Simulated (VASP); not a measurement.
Al, 1 atom in the cell. The structure is cubic, space group Fm-3m (No. 225). Conventional cell: a = 4.048 Å, b = 4.048 Å, c = 4.048 Å, α = 90.00°, β = 90.00°, γ = 90.00°. Within 3.8 Å of Al (site symmetry m-3m) lie 12 Al at 2.86 Å. 

| Item | Value |
| --- | --- |
| Program | VASP 6.6.1 |
| Task | single point |
| Functional | PBEsol |
| Potentials or basis | VASP PAW PBE potentials, release 64 (Al) |
| Cutoff | 520 eV |
| k mesh | 14 × 14 × 14 |
| Occupations | fermi-dirac, width 0.05 eV |
| Spin | no spin polarisation |
| Dipole correction | no |
| Further INCAR settings | ALGO = Normal; EDIFF = 1e-06; NBANDS = 8 |

Potentials or basis: VASP PAW PBE potentials, release 64 (Al).

Command:

```console
$ cat potpaw_PBE.64/Al/POTCAR > POTCAR
$ mpirun -np 1 vasp_std > vasp.out
```

Hardware: 1 thread of Intel Xeon 6975P-C (shared host).

Problem. How long does it take, and how much memory?

Solution. It took 5.6 s on 1 thread of Intel Xeon 6975P-C, with other jobs on the host, peak memory 0.13 GiB. Counts: scf iterations 9, k points 104.
